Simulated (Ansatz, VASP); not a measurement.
**Si3N4 in VASP and in Ansatz**

File INCAR:

```
SYSTEM = Si3N4
PREC = Accurate
ENCUT = 600
EDIFF = 1E-6
ISMEAR = -1
SIGMA = 0.05
LREAL = .FALSE.
LASPH = .TRUE.
NELM = 80
ALGO = Normal
ISIF = 3
LWAVE = .FALSE.
LCHARG = .FALSE.
IBRION = 2
NSW = 60
EDIFFG = -0.01
```

Contents of KPOINTS:

```
Automatic mesh
0
G
  7 7 7
  0 0 0
```

Contents of POSCAR:

```
Si3N4
1.0
    4.1307800000      0.0000000000      0.0000000000
    0.0000000000      4.1307800000      0.0000000000
    0.0000000000      0.0000000000      4.1307800000
Si N
3 4
Direct
    0.0000000000      0.0000000000      0.5000000000
    0.5000000000      0.0000000000      0.0000000000
    0.0000000000      0.5000000000      0.0000000000
    0.2395200000      0.2395200000      0.7604800000
    0.7604800000      0.7604800000      0.7604800000
    0.2395200000      0.7604800000      0.2395200000
    0.7604800000      0.2395200000      0.2395200000
```

The input input.yaml:

```yaml
crystal:
  lattice:
    - [4.13078, 0.0, 0.0]
    - [0.0, 4.13078, 0.0]
    - [0.0, 0.0, 4.13078]
  atoms:
    - { symbol: Si, position: [0.0, 0.0, 0.5] }
    - { symbol: Si, position: [0.5, 0.0, 0.0] }
    - { symbol: Si, position: [0.0, 0.5, 0.0] }
    - { symbol: "N", position: [0.23952, 0.23952, 0.76048] }
    - { symbol: "N", position: [0.76048, 0.76048, 0.76048] }
    - { symbol: "N", position: [0.23952, 0.76048, 0.23952] }
    - { symbol: "N", position: [0.76048, 0.23952, 0.23952] }
hamiltonian:
  xc: lda
  pseudopotentials: { kind: paw }
kpoints:
  mp_grid: { grid: [7, 7, 7] }
scf:
  occupations: { method: fermi_dirac, width: 0.05 }
output:
  forces: true
  stress: true
  eigenvalues: true
relax:
  f_tol: 0.01
  max_steps: 40
  cell: { stress_tol: 0.05 }
```

Alike in both runs: task relaxation of cell and atoms; functional LDA; k mesh 7 × 7 × 7; occupations fermi-dirac, width 0.05 eV; no spin polarisation.

|  | VASP | Ansatz |
| --- | --- | --- |
| version | VASP 6.6.1 | Ansatz 0.2.0 |
| potentials or method | VASP PAW LDA potentials, release 64 (Si, N) | Ansatz PAW |
| plane-wave cutoff (eV) | 600 | 420 |
| valence electrons in the cell | 32 | 32 |

VASP gave:

| Property | Result |
| --- | --- |
| gap on the k mesh at the Fermi level, each at its own relaxed structure (eV) | 2.65 |
| relaxed volume (Å³/atom) | 9.70 |
| relaxed cell length with the largest relative difference (Å) | 4.079 |

Problem. Which values does Ansatz return?

Solution. gap on the k mesh at the Fermi level, each at its own relaxed structure (eV): 2.67; relaxed volume (Å³/atom): 9.69; relaxed cell length with the largest relative difference (Å): 4.078.

LDA's correlation is that of Perdew and Zunger in VASP and of Perdew and Wang (1992) in Ansatz.

Noted on Ansatz's run: odd divisions of the mesh miss points on the zone boundary, where band edges often lie, so the gap on the mesh can be too wide; the plane-wave basis is chosen anew once the cell has moved, so the energies of steps on either side of that aren't comparable.
